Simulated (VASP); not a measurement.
Here is a VASP 6.6.1 calculation.

The input INCAR:

```
SYSTEM = Ti
  ALGO = Normal
  EDIFF = 1E-6
  ENCUT = 520
  ISIF = 2
  ISMEAR = 0
  LASPH = .True.
  LCHARG = .False.
  LREAL = .False.
  LWAVE = .False.
  NBANDS = 12
  NELM = 100
  PREC = Accurate
  SIGMA = 0.05
```

File KPOINTS:

```
k-points
0
Gamma
  11 11 11
  0 0 0
```

POSCAR

```
Ti
1.0
    0.0000000000      1.9161797966      1.9161797966
    1.9161797966      0.0000000000      1.9161797966
    1.9161797966      1.9161797966      0.0000000000
Ti
1
Direct
    0.0000000000      0.0000000000      0.0000000000
```

Potentials or basis: VASP PAW LDA potentials, release 64 (Ti_sv).

Launch:

```console
$ cat potpaw_LDA.64/Ti_sv/POTCAR > POTCAR
$ mpirun -np 1 vasp_std > vasp.out
```

Estimate the pressure.

19.7 GPa.

What does it give for the band gap on the k mesh?

Zero (band 6 reaches 11.35 eV, above the bottom of band 7 at 10.07 eV).
